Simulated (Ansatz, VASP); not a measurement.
## KF in VASP and in Ansatz

Contents of POSCAR:

```
KF
1.0
    0.0000000000      2.6735000000      2.8071750000
    2.6735000000      0.0000000000      2.8071750000
    2.6735000000      2.6735000000      0.0000000000
K F
1 1
Direct
    0.0000000000      0.0000000000      0.0000000000
    0.5000000000      0.5000000000      0.5000000000
```

Contents of INCAR.step1:

```
  PREC = Accurate
  ENCUT = 520
  ISMEAR = 0
  SIGMA = 0.05
  LREAL = False
  LASPH = True
  NELM = 80
  NBANDS = 15
  GGA = PE
  ALGO = Normal
  EDIFF = 1E-4
  LWAVE = True
  LCHARG = False
```

INCAR.step2

```
  PREC = Accurate
  ENCUT = 520
  EDIFF = 1E-6
  ISMEAR = 0
  SIGMA = 0.05
  LREAL = False
  LASPH = True
  NELM = 80
  ALGO = Normal
  ISIF = 2
  LWAVE = False
  LCHARG = False
  METAGGA = R2SCAN
  LMIXTAU = True
  NBANDS = 15
  ISTART = 1
```

File KPOINTS:

```
regular mesh
0
Gamma
  8 8 8
```

Input for Ansatz:

```yaml
crystal:
  lattice:
    - [0.0, 2.6735, 2.807175]
    - [2.6735, 0.0, 2.807175]
    - [2.6735, 2.6735, 0.0]
  atoms:
    - { symbol: K, position: [0.0, 0.0, 0.0] }
    - { symbol: F, position: [0.5, 0.5, 0.5] }
basis:
  ecutwfc: 500
kpoints:
  mp_grid: { grid: [8, 8, 8] }
hamiltonian:
  xc: r2scan
scf:
  occupations: { method: gaussian, width: 0.05 }
output:
  forces: true
  stress: true
  eigenvalues: true
  write_density: true
  write_potential: true
  elf: true
  volumetric_format: npy
```

Change from the starting cell: strain +0.000 along x and y, +0.050 along z, atoms carried along.

Alike in both runs: task single point; functional r2SCAN; k mesh 8 × 8 × 8; occupations gaussian, width 0.05 eV; no spin polarisation.

|  | VASP | Ansatz |
| --- | --- | --- |
| version | VASP 6.6.1 | Ansatz 0.2.0 |
| potentials or method | VASP PAW PBE potentials, release 64 (K_sv, F), cutoff 520 eV | scalar-relativistic, plane waves, PAW |
| valence electrons in the cell | 16 | 16 |

Ansatz gave:

| Item | Value |
| --- | --- |
| gap on the k mesh at the Fermi level (eV) | 6.54 |
| least direct gap on the mesh (eV) | 6.54 |
| pressure (GPa) | -1.8 |
| traceless stress, the component that is largest in VASP (GPa) | -1.26 |

Task: Estimate VASP's values.

Result: gap on the k mesh at the Fermi level (eV): 6.54; least direct gap on the mesh (eV): 6.54; pressure (GPa): -1.8; traceless stress, the component that is largest in VASP (GPa): -1.30.

VASP's potentials were made for PBE, not for r2SCAN. With one functional, cell and mesh, what is left measures potentials, basis and numerics.
